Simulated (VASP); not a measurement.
Ag: single point with r2SCAN

Ag:

```
Ag
1.0
     2.90210    0.00000    0.00000
     0.00000    4.10419    0.00000
     1.45105    2.05209    1.45105
Ag
1
Cartesian
  0.0000 0.0000 0.0000
```

```
Program                : VASP 6.6.1
Task                   : single point
Functional             : r2SCAN
Potentials or basis    : VASP PAW PBE potentials, release 64 (Ag)
Cutoff                 : 520 eV
k mesh                 : 12 × 9 × 23
Occupations            : gaussian, width 0.1 eV
Spin                   : no spin polarisation
Dipole correction      : no
Further INCAR settings : ALGO = Normal; EDIFF = 1e-07; NBANDS = 12; ISYM = 0
```

```yaml
Pressure: 0.2 GPa
Band_gap_on_the_k_mesh: zero (an odd number of electrons rules out a gap without spin polarisation)
```

Levels at points of the mesh, in eV from the Fermi level:
```
           k point  band 3  band 4  band 5  band 6  band 7  band 8  band 9  band 10
(0.00, 0.00, 0.00)   -5.08   -5.08   -4.06   -4.06   16.63   20.27   20.27    20.27
(0.50, 0.00, 0.00)   -3.30   -3.05   -3.05    1.75    6.88   11.07   11.08    17.52
```

Run time: 15 min on 1 thread of Intel(R) Xeon(R) Platinum 8259CL CPU @ 2.50GHz (Skylake/Cascade Lake) (shared host), peak memory 0.37 GiB.

Caveat: the PAW data sets were made with another functional, which shifts forces and pressure a little.
